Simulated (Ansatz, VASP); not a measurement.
PbS: VASP beside Ansatz

File INCAR:

```
SYSTEM = PbS
  PREC = Accurate
  ENCUT = 520
  EDIFF = 1E-8
  ISMEAR = -1
  SIGMA = 0.01
  LREAL = .FALSE.
  LASPH = .TRUE.
  NELM = 80
  ALGO = Normal
  ISIF = 2
  LWAVE = .FALSE.
  LCHARG = .FALSE.
  GGA = PE
  LEFG = .TRUE.
  NBANDS = 17
```

KPOINTS

```
regular mesh
0
G
  8 8 8
  0 0 0
```

POSCAR

```
PbS
1.0
    0.0000000000      2.9650000000      2.8760500000
    2.9650000000      0.0000000000      2.8760500000
    2.9650000000      2.9650000000      0.0000000000
Pb S
1 1
Direct
    0.0000000000      0.0000000000      0.0000000000
    0.5000000000      0.5000000000      0.5000000000
```

Input for Ansatz:

```yaml
crystal:
  lattice:
    - [0.0, 2.965, 2.87605]
    - [2.965, 0.0, 2.87605]
    - [2.965, 2.965, 0.0]
  atoms:
    - { symbol: Pb, position: [0.0, 0.0, 0.0] }
    - { symbol: S, position: [0.5, 0.5, 0.5] }
kpoints:
  mp_grid: { grid: [8, 8, 8] }
scf:
  occupations: { method: fermi_dirac, width: 0.01 }
hamiltonian:
  xc: pbe
  pseudopotentials: { kind: all_electron, datasets: crystal }
output:
  forces: true
  stress: true
  eigenvalues: true
  efg: { contact_densities: true }
```

Change from the starting cell: zz strain of -3 %, crystal datasets.

Alike in both runs: task electric field gradients; functional PBE; k mesh 8 × 8 × 8; occupations fermi-dirac, width 0.01 eV; no spin polarisation.

```csv
,VASP,Ansatz
version,VASP 6.6.1,Ansatz 0.2.0
potentials or method,"VASP PAW PBE potentials, release 64 (Pb_d, S), cutoff 520 eV","all-electron PAW with datasets made for the crystal, scalar-relativistic"
```

```tsv
	VASP	Ansatz	Ansatz less VASP
pressure (GPa)	4.4	4.5	+0.08
traceless stress, the component that is largest in VASP (GPa)	3.23	3.23	-0.002
size of Vzz on the site where it differs most (V/Å²)	94.7	103.3	+8.67
```

Ansatz ran all-electron here, and VASP with PAW potentials.

Neither program's run includes spin-orbit coupling.
